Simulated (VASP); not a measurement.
# Pt (P6_3/mmc) in VASP: a series of runs, part 2 of 2

VASP 6.6.1.

## 5. Relaxation of cell and atoms, r2SCAN

This run uses another cell than the first one, of 15.81 Å³/atom, 1.042 times its volume.

Input file POSCAR:

```
Pt
1.0
    2.7606660000      0.0000000000      0.0000000000
   -1.3803330000      2.3908070000      0.0000000000
    0.0000000000      0.0000000000      4.7921340000
Pt
2
Direct
    0.6666666667      0.3333333333      0.7500000000
    0.3333333333      0.6666666667      0.2500000000
```

Input file INCAR.step1:

```
PREC = Accurate
ENCUT = 600
ISMEAR = 1
SIGMA = 0.1
LREAL = False
LASPH = True
NELM = 80
GGA = PE
ALGO = Normal
EDIFF = 1E-4
LWAVE = True
LCHARG = False
```

Input file INCAR.step2:

```
PREC = Accurate
ENCUT = 600
EDIFF = 1E-7
ISMEAR = 1
SIGMA = 0.1
LREAL = False
LASPH = True
NELM = 80
ALGO = Normal
ISIF = 3
LWAVE = False
LCHARG = False
METAGGA = R2SCAN
LMIXTAU = True
IBRION = 2
NSW = 80
EDIFFG = -0.01
ISTART = 1
```

Input file KPOINTS:

```
regular mesh
0
Gamma
  14 14 7
```

Potentials or basis: VASP PAW PBE potentials, release 64 (Pt).

Run with:

```console
> cat potpaw_PBE.64/Pt/POTCAR > POTCAR
> cp INCAR.step1 INCAR
> mpirun -np 1 vasp_std > vasp.out
> cp INCAR.step2 INCAR
> mpirun -np 1 vasp_std > vasp.out
```

OUTCAR:

```text
PREC = Accurate
   ENCUT = 600
   EDIFF = 1E-7
   ISMEAR = 1
   LREAL = False
   LASPH = True
   NELM = 80
   ISIF = 3
   METAGGA = R2SCAN
   IBRION = 2
   NSW = 80
   EDIFFG = -0.01
   ISTART = 1

 ion  position               nearest neighbor table
   1  0.667  0.333  0.750-   2 2.88   2 2.88   2 2.88   2 2.88   2 2.88   2 2.88
   2  0.333  0.667  0.250-   1 2.88   1 2.88   1 2.88   1 2.88   1 2.88   1 2.88

  LATTYP: Found a hexagonal cell.
 ALAT       =     2.7606660000
 C/A-ratio  =     1.7358615638

  Lattice vectors:

 A1 = (   2.7606660000,   0.0000000000,   0.0000000000)
 A2 = (  -1.3803330000,   2.3908070000,   0.0000000000)
 A3 = (   0.0000000000,   0.0000000000,   4.7921340000)

Analysis of symmetry for initial positions (statically):
=====================================================================
 Subroutine PRICEL returns:
 Original cell was already a primitive cell.

 Routine SETGRP: Setting up the symmetry group for a
 hexagonal supercell.

 Subroutine GETGRP returns: Found 24 space group operations
 (whereof 12 operations were pure point group operations)
 out of a pool of 24 trial point group operations.

The static configuration has the point symmetry D_3d.
 The point group associated with its full space group is D_6h.

Analysis of symmetry for dynamics (positions and initial velocities):
=====================================================================
 Subroutine PRICEL returns:
 Original cell was already a primitive cell.

 Routine SETGRP: Setting up the symmetry group for a
 hexagonal supercell.

 Subroutine GETGRP returns: Found 24 space group operations
 (whereof 12 operations were pure point group operations)
 out of a pool of 24 trial point group operations.

The dynamic configuration has the point symmetry D_3d.
 The point group associated with its full space group is D_6h.

 Subroutine INISYM returns: Found 24 space group operations
 (whereof 12 operations are pure point group operations),
 and found     1 'primitive' translations

[... 131 lines left out ...]
 NGX is ok and might be reduce to    24
   NGX = 11   NGY = 11   NGZ = 19

--------------------------------------- Ionic step        1  -------------------------------------------

 number of electron      20.0000003 magnetization

 Free energy of the ion-electron system (eV)
  ---------------------------------------------------
  ext. energy  EPLUGINS =         0.00000000
  ---------------------------------------------------
  free energy    TOTEN  =      -102.86687662 eV

  energy without entropy =     -102.86752583  energy(sigma->0) =     -102.86709302

------------------------ aborting loop because EDIFF is reached ----------------------------------------

  FORCE on cell =-STRESS in cart. coord.  units (eV):
  Direction    XX          YY          ZZ          XY          YZ          ZX
  --------------------------------------------------------------------------------------
  -------------------------------------------------------------------------------------
  Total       -1.2944781     -1.2944782     -1.0062460     -0.0000000      0.0000000      0.0000000
  in kB      -65.5719290    -65.5719352    -50.9714993     -0.0000000      0.0000000      0.0000000
  external PRESSURE =     -60.7051212 kB  Pullay stress =       0.0000000 kB
[... 95 lines left out ...]
--------------------------------------- Ionic step        4  -------------------------------------------

 number of electron      20.0000001 magnetization

 Free energy of the ion-electron system (eV)
  ---------------------------------------------------
  ext. energy  EPLUGINS =         0.00000000
  ---------------------------------------------------
  free energy    TOTEN  =      -102.88167853 eV

  energy without entropy =     -102.88212889  energy(sigma->0) =     -102.88182865

 E-fermi :  10.5079     XC(G=0): -14.4578

 val. band max:       10.4883178448   @ k =   0.4286   0.0714   0.4286
 cond. band min:      10.5112099468   @ k =   0.2143   0.1429   0.2857
 fundamental gap:      0.0228921021
 Fermi energy:        10.5079349582

 k-point     1 :       0.0000    0.0000    0.0000
  band No.  band energies     occupation
      1       0.3433      2.00000
      2       3.0176      2.00000
      3       6.3207      2.00000
      4       6.8685      2.00000
      5       6.8685      2.00000
      6       7.2526      2.00000
      7       7.2526      2.00000
      8       8.5661      2.00000
      9       8.5661      2.00000
     10       9.8900      2.00000
     11      10.2483      2.00149
     12      10.2483      2.00149
     13      15.5956      0.00000
     14      26.5942      0.00000
[... 377 lines left out ...]
      1       4.7796      2.00000
      2       5.3648      2.00000
      3       5.4010      2.00000
      4       6.1565      2.00000
      5       6.5651      2.00000
      6       6.6864      2.00000
      7       7.7289      2.00000
      8       9.5965      2.00000
      9       9.7246      2.00000
     10       9.9786      2.00000
     11      15.1946      0.00000
     12      15.3134      0.00000
     13      17.2247      0.00000
     14      22.0283      0.00000

 [... further k-points ...]
[... 5 lines left out ...]
  --------------------------------------------------------------------------------------
  -------------------------------------------------------------------------------------
  Total       -0.0013974     -0.0013974     -0.0060737      0.0000000     -0.0000000      0.0000000
  in kB       -0.0724923     -0.0724923     -0.3150865      0.0000000     -0.0000000      0.0000000
  external PRESSURE =      -0.1533570 kB  Pullay stress =       0.0000000 kB
[... 17 lines left out ...]
  FREE ENERGIE OF THE ION-ELECTRON SYSTEM (eV)
  ---------------------------------------------------
  free  energy   TOTEN  =      -102.8816785314 eV

  energy  without entropy=     -102.8821288886  energy(sigma->0) =     -102.88182865

 reached required accuracy - stopping structural energy minimisation
```

OUTCAR.step1:

```text
PREC = Accurate
   ENCUT = 600
   ISMEAR = 1
   LREAL = False
   LASPH = True
[... 633 lines left out ...]
      1.38033      0.79694      3.59410        -0.000000      0.000000      0.000000
     -0.00000      1.59387      1.19803         0.000000     -0.000000      0.000000
 -----------------------------------------------------------------------------------
    total drift:                               -0.000000      0.000000     -0.000000

  FREE ENERGIE OF THE ION-ELECTRON SYSTEM (eV)
  ---------------------------------------------------
  free  energy   TOTEN  =       -12.0846779861 eV

  energy  without entropy=      -12.0847555396  energy(sigma->0) =      -12.08470384
```

OSZICAR.step1:

```text
N       E                     dE             d eps       ncg     rms          rms(c)
DAV:   1     0.114554309472E+03    0.11455E+03   -0.11621E+04  2688   0.155E+03
DAV:   2    -0.106863678122E+02   -0.12524E+03   -0.11981E+03  3054   0.291E+02
DAV:   3    -0.128360283721E+02   -0.21497E+01   -0.21200E+01  3156   0.394E+01
DAV:   4    -0.128473177468E+02   -0.11289E-01   -0.11288E-01  3096   0.295E+00
DAV:   5    -0.128474262740E+02   -0.10853E-03   -0.10852E-03  3284   0.309E-01    0.160E+01
DAV:   6    -0.121589268843E+02    0.68850E+00   -0.13614E+00  2790   0.113E+01    0.847E+00
DAV:   7    -0.120916618031E+02    0.67265E-01   -0.24647E-01  3138   0.469E+00    0.295E+00
DAV:   8    -0.120851150712E+02    0.65467E-02   -0.23499E-02  2838   0.140E+00    0.791E-01
DAV:   9    -0.120846647452E+02    0.45033E-03   -0.51425E-04  2988   0.218E-01    0.789E-02
DAV:  10    -0.120846779861E+02   -0.13241E-04   -0.12565E-05  1470   0.313E-02
   1 F= -.12084678E+02 E0= -.12084704E+02  d E =0.775535E-04
```

Wall time 7 min (1 thread of AMD EPYC 9R45 (Zen 5), shared host); peak memory 0.18 GiB.

Results:

```
Free energy                            : -102.8817 eV
Relaxed volume                         : 15.44 Å³/atom
Relaxed cell                           : a = 2.737 Å, b = 2.737 Å, c = 4.760 Å, α = 90.00°, β = 90.00°, γ = 120.00°
Space group after relaxing (to 0.05 Å) : P6_3/mmc (No. 194)
Energy gained by relaxing              : 7.4 meV/atom
Ionic steps                            : 4
Pressure after relaxing                : 0.0 GPa
Band gap on the k mesh                 : zero (band 10 reaches 11.08 eV, above the bottom of band 11 at 9.71 eV)
```

Step by step:
| step | energy change (eV) | largest force (eV/Å) | pressure (GPa) | volume (Å³) |
| --- | --- | --- | --- | --- |
| 1 | 0.0000 | 0.0000 | -6.07 | 31.63 |
| 2 | 0.1025 | 0.0000 | 20.74 | 28.96 |
| 3 | -0.0148 | 0.0000 | -0.15 | 30.90 |
| 4 | -0.0148 | 0.0000 | -0.02 | 30.88 |

Final structure:
```xyz
2
Lattice="2.7371 0.0000 0.0000 -1.3685 2.3704 0.0000 0.0000 0.0000 4.7603" Properties=species:S:1:pos:R:3 pbc="T T T"
Pt    1.3685    0.7901    3.5702
Pt    0.0000    1.5802    1.1901
```

Levels at points of the mesh, in eV from the Fermi level:
| k point | band 8 | band 9 | band 10 | band 11 | band 12 | band 13 |
| --- | --- | --- | --- | --- | --- | --- |
| (0.00, 0.00, 0.00) | -1.94 | -1.94 | -0.62 | -0.26 | -0.26 | 5.09 |
| (0.50, 0.00, 0.00) | -0.03 | 0.36 | 0.57 | 2.52 | 4.09 | 7.83 |

Caveat: the PAW data sets were made with another functional, which shifts forces and pressure a little; spin-orbit coupling is left out, which moves the levels of the heavy elements.

## 6. Relaxation of cell and atoms, r2SCAN, target pressure 2 GPa, at which the enthalpy is minimised

This run uses another cell than the first one, of 15.81 Å³/atom, 1.042 times its volume.

POSCAR is that of step 5.

Input file INCAR.step1:

```
SYSTEM = Pt
  PREC = Accurate
  ENCUT = 600
  ISMEAR = 1
  SIGMA = 0.1
  LREAL = .False.
  LASPH = .True.
  NELM = 100
  GGA = PE
  ALGO = Normal
  EDIFF = 1E-4
  LWAVE = .True.
  LCHARG = .False.
```

Input file INCAR.step2:

```
SYSTEM = Pt
  PREC = Accurate
  ENCUT = 600
  EDIFF = 1E-6
  ISMEAR = 1
  SIGMA = 0.1
  LREAL = .False.
  LASPH = .True.
  NELM = 100
  ALGO = Normal
  ISIF = 3
  LWAVE = .False.
  LCHARG = .False.
  METAGGA = R2SCAN
  LMIXTAU = .True.
  IBRION = 2
  NSW = 80
  EDIFFG = -0.01
  PSTRESS = 20.0
  ISTART = 1
```

Input file KPOINTS:

```
regular mesh
0
Gamma
  14 14 7
  0 0 0
```

Potentials or basis: VASP PAW PBE potentials, release 64 (Pt).

Run with:

```console
> cat potpaw_PBE.64/Pt/POTCAR > POTCAR
> cp INCAR.step1 INCAR
> mpirun -np 1 vasp_std > vasp.out
> cp INCAR.step2 INCAR
> mpirun -np 1 vasp_std > vasp.out
```

It took 11 min on 1 thread of AMD EPYC 9R45 (Zen 5), shared host; peak memory 0.18 GiB.

It converged, with:

```yaml
Free_energy: -102.8803 eV
Relaxed_volume: 15.32 Å³/atom
Relaxed_cell: a = 2.731 Å, b = 2.731 Å, c = 4.744 Å, α = 90.00°, β = 90.00°, γ = 120.00°
Space_group_after_relaxing_to_0.05_Å: P6_3/mmc (No. 194)
Energy_change_on_relaxing_the_enthalpy_is_what_falls: -6.7 meV/atom
Ionic_steps: 9
Pressure_after_relaxing: 2.0 GPa
Band_gap_on_the_k_mesh: zero (band 10 reaches 11.23 eV, above the bottom of band 11 at 9.84 eV)
```

The path:
| step | energy change (eV) | largest force (eV/Å) | pressure (GPa) | volume (Å³) |
| --- | --- | --- | --- | --- |
| 1 | 0.0000 | 0.0000 | -6.07 | 31.63 |
| 2 | 0.2425 | 0.0000 | 32.74 | 28.12 |
| 3 | -0.0138 | 0.0000 | 1.71 | 30.69 |
| 4 | -0.0135 | 0.0000 | 1.94 | 30.66 |
| 5 | -0.0133 | 0.0000 | 2.07 | 30.64 |
| 6 | -0.0132 | 0.0000 | 2.14 | 30.64 |
| 7 | -0.0132 | 0.0000 | 2.13 | 30.64 |
| 8 | -0.0138 | 0.0000 | 1.70 | 30.68 |
| 9 | -0.0134 | 0.0000 | 2.03 | 30.65 |

Final structure:
```yaml
crystal:
  lattice:
    - [2.73142, 0.00000, 0.00000]
    - [-1.36571, 2.36548, 0.00000]
    - [0.00000, 0.00000, 4.74376]
  atoms:
    - { symbol: Pt, position: [0.66667, 0.33333, 0.75000] }
    - { symbol: Pt, position: [0.33333, 0.66667, 0.25000] }
```

Levels at points of the mesh, in eV from the Fermi level:
```tsv
k point	band 8	band 9	band 10	band 11	band 12	band 13
(0.00, 0.00, 0.00)	-1.98	-1.98	-0.64	-0.26	-0.26	5.16
(0.50, 0.00, 0.00)	-0.03	0.36	0.58	2.53	4.11	7.88
```

Caveat: the cell is relaxed towards a set pressure, so the enthalpy falls and the energy may rise; the PAW data sets were made with another functional, which shifts forces and pressure a little; spin-orbit coupling is left out, which moves the levels of the heavy elements.

## 7. Overview

```tsv
task	cell	cutoff (eV)	gap on the mesh (eV)	pressure (GPa)
single point	a = 2.723, b = 2.723, c = 4.726 Å, angles 90.0, 90.0, 120.0°, 2 atoms	520	none	4.8
single point	a = 2.729, b = 2.729, c = 4.741 Å, angles 90.0, 90.0, 120.0°, 2 atoms	520	none	2.7
single point	a = 2.734, b = 2.734, c = 4.757 Å, angles 90.0, 90.0, 120.0°, 2 atoms	520	none	0.6
relaxation of cell and atoms	relaxed from a = 2.761, b = 2.761, c = 4.792 Å, angles 90.0, 90.0, 120.0°, 2 atoms	600	none	0.0
relaxation of cell and atoms	relaxed to 2 GPa from a = 2.761, b = 2.761, c = 4.792 Å, angles 90.0, 90.0, 120.0°, 2 atoms	600	none	2.0
```

Alike in all rows: level r2SCAN; potentials or basis VASP PAW PBE potentials, release 64 (Pt); no spin polarisation; k mesh 14 × 14 × 7; smearing methfessel-paxton 0.1 eV.

Caveats: the PAW data sets were made with another functional, which shifts forces and pressure a little; spin-orbit coupling is left out, which moves the levels of the heavy elements; the cell is relaxed towards a set pressure, so the enthalpy falls and the energy may rise (some runs).

Total energies depend on the potentials used, so only differences within one code and one set of settings carry meaning.
